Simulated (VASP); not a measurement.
A run of VASP 6.6.1 is set up as follows.

INCAR

```
  ALGO = Normal
  EDIFF = 1E-6
  ENCUT = 600
  GGA = PE
  GGA_COMPAT = F
  ISIF = 2
  ISMEAR = 0
  LASPH = T
  LCHARG = F
  LREAL = F
  LWAVE = F
  NBANDS = 19
  NELM = 120
  PREC = Accurate
  SIGMA = 0.02
```

Contents of KPOINTS:

```
k-points
0
Gamma
  6 6 6
```

File POSCAR:

```
BaF2
1.0
    0.0000000000      3.1223914819      3.1223914819
    3.1223914819      0.0000000000      3.1223914819
    3.1223914819      3.1223914819      0.0000000000
Ba F
1 2
Direct
    0.0000000000      0.0000000000      0.0000000000
    0.2500000000      0.2500000000      0.2500000000
    0.7500000000      0.7500000000      0.7500000000
```

Potentials or basis: VASP PAW PBE potentials, release 64 (Ba_sv, F).

Launch:

```console
$ cat potpaw_PBE.64/Ba_sv/POTCAR potpaw_PBE.64/F/POTCAR > POTCAR
$ mpirun -np 1 vasp_std > vasp.out
```

**Question.** Predict the band gap on the k mesh.

**Answer.** 6.68 eV (least direct gap 6.74 eV).

**Question.** What does it give for the pressure?

**Answer.** 0.9 GPa.

Caveat: spin-orbit coupling is left out, which moves the levels of the heavy elements. A k mesh can miss the band edges.
